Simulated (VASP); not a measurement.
Write the native input for VASP 6.6.1 that does the following.

- Task: single point
- Functional: PBE
- Dispersion: D3(BJ)
- Potentials or basis: VASP PAW PBE potentials, release 64 (Pt, Se)
- Cutoff: 520 eV
- k mesh: 12 × 12 × 8
- Occupations: gaussian, width 0.15 eV
- Spin: no spin polarisation
- Dipole correction: no
- Further INCAR settings: ALGO = Normal; EDIFF = 1e-06; NBANDS = 18

The structure of PtSe2 lies in POSCAR:

```
PtSe2
1.0
    3.8392095518      0.0184532218      0.0746959482
   -1.9036238170      3.2622533154     -0.0280305239
    0.0954929232      0.0137543664      4.7280102635
Pt Se
1 2
Direct
    0.0023667947      0.0015470984     -0.0010291156
    0.3301728369      0.6657677067      0.2659026972
    0.6674603684      0.3326851948      0.7351264184
```

One way to write it, as run:

INCAR

```
PREC = Accurate
ENCUT = 520
EDIFF = 1E-6
ISMEAR = 0
SIGMA = 0.15
LREAL = F
LASPH = T
NELM = 100
ALGO = Normal
ISIF = 2
LWAVE = F
LCHARG = F
GGA = PE
IVDW = 12
NBANDS = 18
```

KPOINTS

```
Automatic mesh
0
Gamma
  12 12 8
```

Potentials or basis: VASP PAW PBE potentials, release 64 (Pt, Se).

Launch:

```bash
$ cat potpaw_PBE.64/Pt/POTCAR potpaw_PBE.64/Se/POTCAR > POTCAR
$ mpirun -np 1 vasp_std > vasp.out
```

Results of the run:

The pressure is -0.6 GPa. The largest force is 0.304 eV/Å. The band gap on the k mesh is zero (bands 11 and 12 overlap by 0.92 eV) and the dispersion energy per atom is -0.491 eV.

Caveat: spin-orbit coupling is left out, which moves the levels of the heavy elements.

It took 11 min on 1 thread of Intel Xeon 8259CL (shared host), peak memory 0.69 GiB.
